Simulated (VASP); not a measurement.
# Mo (Im-3m) in VASP: notebook

Runs on Mo. Level: PBEsol. Tasks: relaxation of cell and atoms, single point.

Everything below comes from runs of VASP 6.6.1. Logs are shortened: lines on timing, memory, paths and dates and some standing lists are left out, and cuts for length are marked.

## 1. The cell of the first run

It takes space group Im-3m (No. 229, cubic). The conventional cell has a = 3.147 Å, b = 3.147 Å, c = 3.147 Å, α = 90.00°, β = 90.00°, γ = 90.00°. Within 3.6 Å of Mo (site symmetry m-3m) lie 14 Mo at 2.73 to 3.15 Å.

## 2. Relaxation of cell and atoms, PBEsol, target pressure 22 GPa, at which the enthalpy is minimised

Input file INCAR:

```
SYSTEM = Mo
PREC = Accurate
ENCUT = 600
EDIFF = 1E-7
ISMEAR = 0
SIGMA = 0.1
LREAL = .False.
LASPH = .True.
NELM = 100
ALGO = Fast
ISIF = 3
LWAVE = .False.
LCHARG = .False.
GGA = PS
IBRION = 2
NSW = 80
EDIFFG = -0.05
PSTRESS = 220.0
```

Input file KPOINTS:

```
Automatic mesh
0
Gamma
  8 8 8
  0 0 0
```

Input file POSCAR:

```
Mo
1.0
   -1.5734150000      1.5734150000      1.5734150000
    1.5734150000     -1.5734150000      1.5734150000
    1.5734150000      1.5734150000     -1.5734150000
Mo
1
Direct
    0.0000000000      0.0000000000      0.0000000000
```

Potentials or basis: VASP PAW PBE potentials, release 64 (Mo_sv).

Run with:

```console
cat potpaw_PBE.64/Mo_sv/POTCAR > POTCAR
mpirun -np 1 vasp_std > vasp.out
```

OUTCAR:

```text
SYSTEM = Mo
   PREC = Accurate
   ENCUT = 600
   EDIFF = 1E-7
   ISMEAR = 0
   LREAL = .False.
   LASPH = .True.
   NELM = 100
   ISIF = 3
   GGA = PS
   IBRION = 2
   NSW = 80
   EDIFFG = -0.05
   PSTRESS = 220.0

 ion  position               nearest neighbor table
   1  0.000  0.000  0.000-

  LATTYP: Found a body centered cubic cell.
 ALAT       =     3.1468300000

  Lattice vectors:

 A1 = (  -1.5734150000,   1.5734150000,   1.5734150000)
 A2 = (   1.5734150000,  -1.5734150000,   1.5734150000)
 A3 = (   1.5734150000,   1.5734150000,  -1.5734150000)

Analysis of symmetry for initial positions (statically):
=====================================================================
 Subroutine PRICEL returns:
 Original cell was already a primitive cell.

 Routine SETGRP: Setting up the symmetry group for a
 body centered cubic supercell.

 Subroutine GETGRP returns: Found 48 space group operations
 (whereof 48 operations were pure point group operations)
 out of a pool of 48 trial point group operations.

The static configuration has the point symmetry O_h .

Analysis of symmetry for dynamics (positions and initial velocities):
=====================================================================
 Subroutine PRICEL returns:
 Original cell was already a primitive cell.

 Routine SETGRP: Setting up the symmetry group for a
 body centered cubic supercell.

 Subroutine GETGRP returns: Found 48 space group operations
 (whereof 48 operations were pure point group operations)
 out of a pool of 48 trial point group operations.

The dynamic configuration has the point symmetry O_h .

 Subroutine INISYM returns: Found 48 space group operations
 (whereof 48 operations are pure point group operations),
 and found     1 'primitive' translations

----------------------------------------------------------------------------------------

                                     Primitive cell

  volume of cell :      15.5808

  direct lattice vectors                    reciprocal lattice vectors
    -1.573415000  1.573415000  1.573415000     0.000000000  0.317780115  0.317780115
     1.573415000 -1.573415000  1.573415000     0.317780115  0.000000000  0.317780115
     1.573415000  1.573415000 -1.573415000     0.317780115  0.317780115  0.000000000

  length of vectors
     2.725234721  2.725234721  2.725234721     0.449408949  0.449408949  0.449408949

  position of ions in fractional coordinates (direct lattice)
     0.000000000  0.000000000  0.000000000

  ion indices of the primitive-cell ions
   primitive index   ion index
                 1           1

----------------------------------------------------------------------------------------

 KPOINTS: Automatic mesh

Automatic generation of k-mesh.
 Grid dimensions read from file:
 generate k-points for:    8    8    8

 Generating k-lattice:

  Cartesian coordinates                     Fractional coordinates (reciprocal lattice)
     0.000000000  0.039722514  0.039722514     0.125000000  0.000000000  0.000000000
     0.039722514  0.000000000  0.039722514     0.000000000  0.125000000  0.000000000
     0.039722514  0.039722514  0.000000000     0.000000000  0.000000000  0.125000000

  Length of vectors
     0.056176119  0.056176119  0.056176119

  Shift w.r.t. Gamma in fractional coordinates (k-lattice)
     0.000000000  0.000000000  0.000000000

 Subroutine IBZKPT returns following result:
 ===========================================

 Found     29 irreducible k-points:

 Following reciprocal coordinates:
            Coordinates               Weight
  0.000000  0.000000  0.000000      1.000000
  0.125000  0.000000  0.000000     12.000000
  0.250000  0.000000  0.000000     12.000000
  0.375000  0.000000  0.000000     12.000000
  0.500000  0.000000  0.000000      6.000000
  0.125000  0.125000  0.000000     24.000000
[... 16 lines left out ...]
 -0.250000  0.250000  0.250000      6.000000
 -0.375000  0.375000  0.250000     24.000000
 [... further k-points ...]
   k-points           NKPTS =     29   k-points in BZ     NKDIM =     29   number of bands    NBANDS=     11
   number of dos      NEDOS =    301   number of ions     NIONS =      1
   total plane-waves  NPLWV =  13824
   dimension x,y,z NGX =    24 NGY =   24 NGZ =   24
   dimension x,y,z NGXF=    48 NGYF=   48 NGZF=   48
   ions per type =               1
   NGX,Y,Z   is equivalent  to a cutoff of  14.64, 14.64, 14.64 a.u.
   NGXF,Y,Z  is equivalent  to a cutoff of  29.28, 29.28, 29.28 a.u.
 SYSTEM =  Mo
   PREC   = accura    normal or accurate (medium, high low for compatibility)
   ISTART =      0    job   : 0-new  1-cont  2-samecut
   ICHARG =      2    charge: 1-file 2-atom 10-const
   ISPIN  =      1    spin polarized calculation?
   LNONCOLLINEAR =      F non collinear calculations
   LSORBIT =      F    spin-orbit coupling
   LASPH  =      T    aspherical Exc in radial PAW
   ENCUT  =  600.0 eV  44.10 Ry    6.64 a.u.   5.44  5.44  5.44*2*pi/ulx,y,z
   NELM   =    100;   NELMIN=  2; NELMDL= -5     # of ELM steps
   EDIFF  = 0.1E-06   stopping-criterion for ELM
   LREAL  =      F    real-space projection
   EDIFFG = -.5E-01   stopping-criterion for IOM
   NSW    =     80    number of steps for IOM
   IBRION =      2    ionic relax: 0-MD 1-quasi-New 2-CG
   NFREE  =      1    steps in history (QN), initial steepest desc. (CG)
   ISIF   =      3    stress and relaxation
   ISYM   =      2    0-nonsym 1-usesym 2-fastsym
   POTIM  = 0.5000    time-step for ionic-motion
   TEBEG  =    0.0;   TEEND  =   0.0 temperature during run
   PSTRESS=  220.0 pullay stress
   NELECT =      14.0000    total number of electrons
   NUPDOWN=      -1.0000    fix difference up-down
   EMIN   =  10.00;   EMAX   =-10.00  energy-range for DOS
   EFERMI =   0.00;   METHOD = LEGACY
   ISMEAR =     0;   SIGMA  =   0.10  broadening in eV -4-tet -1-fermi 0-gaus
   EFERMI_NEDOS =   21; number of points for ismear=-14 and -15
   IALGO  =     68    algorithm
   IMIX   =      4    mixing-type and parameters
     AMIX     =   0.40;   BMIX     =  1.00
     AMIX_MAG =   1.60;   BMIX_MAG =  1.00
  volume/ion in A,a.u.               =      15.58       105.14
  Fermi-wavevector in a.u.,A,eV,Ry     =   1.579747  2.985289 33.954710  2.495601
  Thomas-Fermi vector in A             =   2.680079
   LORBIT       =      0    0 simple, 1 ext, 2 COOP (PROOUT), +10 PAW based schemes
   GGA     = PS    functional components
   LHFCALC =     F    Hartree Fock is set to
   AEXX    =    0.0000 exact exchange contribution
   IVDW    =     0    specifies the selected vdW correction
   LEPSILON=     F    determine dielectric tensor
   LRPA    =     F    only Hartree local field effects (RPA)
 conjugate gradient relaxation of ions
 non-spin polarized calculation
 RMM-DIIS sequential band-by-band and
 Gauss-broadening in eV      SIGMA  =   0.10
  energy-cutoff  :      600.00
  volume of cell :       15.58
 maximum number of plane-waves:       532
 NGX is ok and might be reduce to    24
   NGX = 11   NGY = 11   NGZ = 11

--------------------------------------- Ionic step        1  -------------------------------------------

 number of electron      14.0000002 magnetization

 Free energy of the ion-electron system (eV)
  ---------------------------------------------------
  ext. energy  EPLUGINS =         0.00000000
  ---------------------------------------------------
  free energy    TOTEN  =       -11.75435576 eV

  energy without entropy =      -11.74994367  energy(sigma->0) =      -11.75214972

------------------------ aborting loop because EDIFF is reached ----------------------------------------

  FORCE on cell =-STRESS in cart. coord.  units (eV):
  Direction    XX          YY          ZZ          XY          YZ          ZX
  --------------------------------------------------------------------------------------
  -------------------------------------------------------------------------------------
  Total       -0.3352347     -0.3352347     -0.3352347      0.0000000     -0.0000000      0.0000000
  in kB      -34.4722550    -34.4722550    -34.4722550      0.0000000     -0.0000000      0.0000000
  external PRESSURE =    -254.4722550 kB  Pullay stress =     220.0000000 kB
[... 133 lines left out ...]
  enthalpy is  TOTEN    =        -9.7193223331 eV   P V=        1.9749792047

--------------------------------------- Ionic step        5  -------------------------------------------

 number of electron      14.0000000 magnetization

 Free energy of the ion-electron system (eV)
  ---------------------------------------------------
  ext. energy  EPLUGINS =         0.00000000
  ---------------------------------------------------
  free energy    TOTEN  =       -11.68959303 eV

  energy without entropy =      -11.68338930  energy(sigma->0) =      -11.68649117

 E-fermi :  13.8051     XC(G=0): -14.0174

 val. band max:       13.7622497496   @ k =   0.3750   0.1250   0.0000
 cond. band min:      13.8534220416   @ k =  -0.1250   0.1250   0.1250
 fundamental gap:      0.0911722920
 Fermi energy:        13.8050865475

 k-point     1 :       0.0000    0.0000    0.0000
  band No.  band energies     occupation
      1     -47.3218      2.00000
      2     -20.3811      2.00000
      3     -20.3811      2.00000
      4     -20.3811      2.00000
      5       6.3475      2.00000
      6      12.3521      2.00000
      7      12.3521      2.00000
      8      12.3521      2.00000
      9      15.6997      0.00000
     10      15.6997      0.00000
     11      28.8098      0.00000
[... 309 lines left out ...]
 k-point    24 :      -0.3750    0.3750    0.2500
  band No.  band energies     occupation
      1     -46.8656      2.00000
      2     -21.7470      2.00000
      3     -21.2174      2.00000
      4     -21.0562      2.00000
      5       9.4503      2.00000
      6      10.1715      2.00000
      7      13.1785      2.00000
      8      14.1128      0.00001
      9      17.1472      0.00000
     10      19.5296      0.00000
     11      28.8123      0.00000

 [... further k-points ...]

------------------------ aborting loop because EDIFF is reached ----------------------------------------

  FORCE on cell =-STRESS in cart. coord.  units (eV):
  Direction    XX          YY          ZZ          XY          YZ          ZX
  --------------------------------------------------------------------------------------
  -------------------------------------------------------------------------------------
  Total        1.9669651      1.9669651      1.9669651     -0.0000000     -0.0000000      0.0000000
  in kB      219.6431198    219.6431198    219.6431198     -0.0000000     -0.0000000      0.0000000
  external PRESSURE =      -0.3568802 kB  Pullay stress =     220.0000000 kB
[... 16 lines left out ...]
  FREE ENERGIE OF THE ION-ELECTRON SYSTEM (eV)
  ---------------------------------------------------
  free  energy   TOTEN  =       -11.6895930306 eV

  energy  without entropy=      -11.6833893009  energy(sigma->0) =      -11.68649117

  enthalpy is  TOTEN    =        -9.7194319860 eV   P V=        1.9701610446

 reached required accuracy - stopping structural energy minimisation
```

Wall time 16 s (1 thread of Intel Xeon 6975P-C (Granite Rapids), shared host); peak memory 0.15 GiB.

Results:

* Free energy: -11.6896 eV
* Relaxed volume: 14.35 Å³/atom
* Relaxed cell: a = 2.651 Å, b = 2.651 Å, c = 2.651 Å, α = 109.47°, β = 109.47°, γ = 109.47°
* Space group after relaxing (to 0.05 Å): Im-3m (No. 229)
* Energy change on relaxing (the enthalpy is what falls): +64.8 meV/atom
* Ionic steps: 5
* Pressure after relaxing: 22.0 GPa
* Band gap on the k mesh: zero (band 7 reaches 18.42 eV, above the bottom of band 8 at 12.35 eV)

Step by step:
```
step  energy change (eV)  largest force (eV/Å)  pressure (GPa)  volume (Å³)
   1              0.0000                0.0000           -3.45        15.58
   2              2.2772                0.0000          211.06        10.64
   3              0.0478                0.0000           18.67        14.48
   4              0.0601                0.0000           21.12        14.38
   5              0.0648                0.0000           21.96        14.35
```

Final structure:
```cif
data_structure
_symmetry_space_group_name_H-M 'P 1'
_symmetry_Int_Tables_number 1
_cell_length_a 2.6514
_cell_length_b 2.6514
_cell_length_c 2.6514
_cell_angle_alpha 109.471
_cell_angle_beta 109.471
_cell_angle_gamma 109.471
_cell_volume 14.35
loop_
_atom_site_label
_atom_site_type_symbol
_atom_site_fract_x
_atom_site_fract_y
_atom_site_fract_z
_atom_site_occupancy
Mo1 Mo 0.00000 0.00000 0.00000 1
```

Caveat: the cell is relaxed towards a set pressure, so the enthalpy falls and the energy may rise; the PAW data sets were made with another functional, which shifts forces and pressure a little.

## 3. Relaxation of cell and atoms, PBEsol, target pressure 22 GPa, at which the enthalpy is minimised

This run uses another cell than the first one, of 14.32 Å³/atom, 0.919 times its volume.

Input file INCAR:

```
SYSTEM = Mo
  ALGO = Normal
  EDIFF = 1E-6
  EDIFFG = -0.05
  ENCUT = 600
  GGA = PS
  IBRION = 2
  ISIF = 3
  ISMEAR = 0
  LASPH = .TRUE.
  LCHARG = .FALSE.
  LREAL = .FALSE.
  LWAVE = .FALSE.
  NELM = 80
  NSW = 80
  PREC = Accurate
  PSTRESS = 220.0
  SIGMA = 0.1
```

Input file KPOINTS:

```
k-points
0
G
  10 10 10
  0 0 0
```

Input file POSCAR:

```
Mo
1.0
   -1.5296941314      1.5296941314      1.5296941314
    1.5296941314     -1.5296941314      1.5296941314
    1.5296941314      1.5296941314     -1.5296941314
Mo
1
Direct
    0.0000000000      0.0000000000      0.0000000000
```

Potentials or basis: VASP PAW PBE potentials, release 64 (Mo_sv).

Run with:

```console
cat potpaw_PBE.64/Mo_sv/POTCAR > POTCAR
mpirun -np 1 vasp_std > vasp.out
```

Run time: 3.9 s. Hardware: 1 thread of Intel Xeon 6975P-C (Granite Rapids), shared host; peak memory 0.14 GiB.

Results (log left out):

| Quantity | Value |
| --- | --- |
| Free energy | -11.7004 eV |
| Pressure after relaxing | 21.6 GPa |
| Band gap on the k mesh | zero (band 7 reaches 18.49 eV, above the bottom of band 8 at 12.39 eV) |

Final structure:
```cif
data_structure
_symmetry_space_group_name_H-M 'P 1'
_symmetry_Int_Tables_number 1
_cell_length_a 2.6495
_cell_length_b 2.6495
_cell_length_c 2.6495
_cell_angle_alpha 109.471
_cell_angle_beta 109.471
_cell_angle_gamma 109.471
_cell_volume 14.32
loop_
_atom_site_label
_atom_site_type_symbol
_atom_site_fract_x
_atom_site_fract_y
_atom_site_fract_z
_atom_site_occupancy
Mo1 Mo 0.00000 0.00000 0.00000 1
```

Levels at points of the mesh, in eV from the Fermi level:
```
           k point  band 4  band 5  band 6  band 7  band 8  band 9  band 10  band 11
(0.00, 0.00, 0.00)  -34.39   -7.69   -1.67   -1.67   -1.67    1.68     1.68    14.78
(0.50, 0.00, 0.00)  -34.41   -6.04   -3.98    1.78    1.85    2.49     5.32    11.96
(0.50, 0.50, 0.50)  -35.65   -6.32   -6.32    4.42    4.42    4.42     9.61     9.61
```

Caveat: the relaxation stopped at its first step, so nothing moved; the cell is relaxed towards a set pressure, so the enthalpy falls and the energy may rise; the PAW data sets were made with another functional, which shifts forces and pressure a little.

[end of part 1 of 2]
